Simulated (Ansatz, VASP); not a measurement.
## Ti in VASP and in Ansatz

INCAR

```
SYSTEM = Ti
PREC = Accurate
ENCUT = 520
EDIFF = 1E-7
ISMEAR = -1
SIGMA = 0.1
LREAL = .False.
LASPH = .True.
NELM = 80
ALGO = Normal
ISIF = 2
LWAVE = .False.
LCHARG = .True.
GGA = RP
LELF = .True.
LVHAR = .True.
NBANDS = 12
```

File KPOINTS:

```
regular mesh
0
Gamma
  15 15 15
  0 0 0
```

POSCAR

```
Ti
1.0
    0.0000000000      2.0216719554      2.0216719554
    2.0216719554      0.0000000000      2.0216719554
    2.0216719554      2.0216719554      0.0000000000
Ti
1
Direct
    0.0000000000      0.0000000000      0.0000000000
```

Input for Ansatz:

```yaml
crystal:
  lattice:
    - [0.0, 2.0216719554, 2.0216719554]
    - [2.0216719554, 0.0, 2.0216719554]
    - [2.0216719554, 2.0216719554, 0.0]
  atoms:
    - { symbol: Ti, position: [0.0, 0.0, 0.0] }
hamiltonian:
  xc: rpbe
  pseudopotentials:
    kind: paw
    azcp:
      Ti: "pseudopotentials/Ti.paw.azcp"
basis:
  ecutwfc: 420
  fft_grid_basis: typed
kpoints:
  mp_grid: { grid: [15, 15, 15], shift: [0, 0, 0] }
magnetization:
  spin_polarized: false
scf:
  occupations: { method: fermi_dirac, width: 0.1 }
  lower_state_search: "off"
output:
  stress: true
```

Alike in both runs: task single point; functional RPBE; k mesh 15 × 15 × 15; occupations fermi-dirac, width 0.1 eV; no spin polarisation.

```csv
,VASP,Ansatz
version,VASP 6.6.1,Ansatz 0.2.0
potentials or method,"VASP PAW PBE potentials, release 64 (Ti_sv), cutoff 520 eV","plane waves (420 eV) with PAW, scalar-relativistic"
valence electrons in the cell,12,12
```

Ansatz gave:

| Quantity | Value |
| --- | --- |
| pressure (GPa) | 9.7 |

Problem. Estimate VASP's values.

Solution. Pressure (GPa): 9.3.

VASP's potentials were made for PBE, not for RPBE. The functional is the same, so the differences come from potentials, cutoffs and numerics.
